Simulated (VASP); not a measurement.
Wanted: the native input for a VASP 6.6.1 run.

```yaml
Task: relaxation of cell and atoms
Functional: PBE
Potentials_or_basis: VASP PAW PBE potentials, release 64 (Be, V_sv)
Cutoff: 600 eV
k_mesh: 22 × 22 × 22
Occupations: gaussian, width 0.1 eV
Spin: no spin polarisation
Dipole_correction: no
Further_INCAR_settings: ALGO = Fast; EDIFF = 1e-06; IBRION = 2; EDIFFG = -0.01; NSW = 100; ISIF = 3
```

The structure of BeV lies in POSCAR:

```
BeV
1.0
    0.0000000000      2.2659783300      2.2659783300
    2.2659783300      0.0000000000      2.2659783300
    2.2659783300      2.2659783300      0.0000000000
Be V
1 1
Direct
    0.0000000000      0.0000000000      0.0000000000
    0.5000000000      0.5000000000      0.5000000000
```

These files were run (other wordings do the same):

INCAR

```
ALGO = Fast
EDIFF = 1E-6
EDIFFG = -0.01
ENCUT = 600
GGA = PE
IBRION = 2
ISIF = 3
ISMEAR = 0
LASPH = T
LCHARG = F
LREAL = F
LWAVE = F
NELM = 60
NSW = 100
PREC = Accurate
SIGMA = 0.1
```

KPOINTS

```
k-points
0
Gamma
  22 22 22
```

Potentials or basis: VASP PAW PBE potentials, release 64 (Be, V_sv).

Command:

```console
$ cat potpaw_PBE.64/Be/POTCAR potpaw_PBE.64/V_sv/POTCAR > POTCAR
$ mpirun -np 1 vasp_std > vasp.out
```

It gave:

```
Relaxed volume                        : 11.66 Å³/atom
Relaxed cell                          : a = 3.207 Å, b = 3.207 Å, c = 3.207 Å, α = 60.00°, β = 60.00°, γ = 60.00°
Space group after relaxing (to 0.1 Å) : Fm-3m (No. 225)
Energy gained by relaxing             : 0.0 meV/atom
Ionic steps                           : 2
Pressure after relaxing               : -0.1 GPa
Band gap on the k mesh                : zero (an odd number of electrons rules out a gap without spin polarisation)
```

Wall time 3.2 min on 1 thread of Intel Xeon 8259CL, on a shared host, peak memory 0.26 GiB.
